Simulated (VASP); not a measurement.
Here is a VASP 6.6.1 calculation.

Contents of INCAR:

```
  ALGO = Normal
  EDIFF = 1E-6
  ENCUT = 600
  GGA = CA
  GGA_COMPAT = False
  ISIF = 2
  ISMEAR = 0
  LASPH = True
  LCHARG = False
  LREAL = False
  LWAVE = False
  NBANDS = 11
  NELM = 120
  PREC = Accurate
  SIGMA = 0.05
```

File KPOINTS:

```
k-points
0
Gamma
  6 6 6
```

File POSCAR:

```
MgS
1.0
    3.1852083725      0.0000000000      0.0000000000
    0.0000000000      3.1852083725      0.0000000000
    0.0000000000      0.0000000000      3.1852083725
Mg S
1 1
Direct
    0.0000000000      0.0000000000      0.0000000000
    0.5000000000      0.5000000000      0.5000000000
```

Potentials or basis: VASP PAW LDA potentials, release 64 (Mg, S).

Run with:

```console
$ cat potpaw_LDA.64/Mg/POTCAR potpaw_LDA.64/S/POTCAR > POTCAR
$ mpirun -np 1 vasp_std > vasp.out
```

(1) Predict the pressure.

(2) Estimate the band gap on the k mesh.

Results:

(1) 1.1 GPa.

(2) zero (bands 4 and 5 overlap by 0.28 eV).

Caveat: semilocal functionals underestimate gaps, so a narrow gap can read as zero.
